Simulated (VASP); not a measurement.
Here is a VASP 6.6.1 calculation.

File INCAR:

```
  PREC = Accurate
  ENCUT = 520
  EDIFF = 1E-6
  ISMEAR = 0
  SIGMA = 0.1
  LREAL = F
  LASPH = T
  NELM = 150
  ALGO = Fast
  ISIF = 2
  LWAVE = F
  LCHARG = T
  ISPIN = 2
  MAGMOM = 1.94 1.87 1.83 1.86 1.92 2
  LORBIT = 11
  LMAXMIX = 4
  LDIPOL = T
  IDIPOL = 3
  DIPOL = 0.5 0.5 0.499
  GGA = PS
  LELF = T
  LVHAR = T
  LVACPOTAV = T
  NBANDS = 38
```

KPOINTS

```
Automatic mesh
0
Gamma
  12 12 1
```

Contents of POSCAR:

```
Co5C
1.0
    2.4564222732      0.0000000000      0.0000000000
   -1.2282111366      2.1273240910      0.0000000000
    0.0000000000      0.0000000000     26.9388271088
Co C
5 1
Direct
    0.6666666667      0.3333333333      0.3155296986
    0.3333333333      0.6666666667      0.3892042788
    0.6666666667      0.3333333333      0.4644680203
    0.3333333333      0.6666666667      0.5366632596
    0.6666666667      0.3333333333      0.6143373712
    0.6666666667      0.3333333333      0.6755319813
```

Potentials or basis: VASP PAW PBE potentials, release 64 (Co, C).

Command:

```sh
$ cat potpaw_PBE.64/Co/POTCAR potpaw_PBE.64/C/POTCAR > POTCAR
$ mpirun -np 1 vasp_std > vasp.out
```

(1) Estimate the site moments.

(2) Estimate the largest force.

(3) What does it give for the net moment?

Answers

(1) Co +1.72, +1.66, +1.62, +0.73 (each value once); C -0.04 μB.

(2) 0.422 eV/Å.

(3) 7.29 μB per cell.

Caveat: the PAW data sets were made with another functional, which shifts forces and pressure a little.
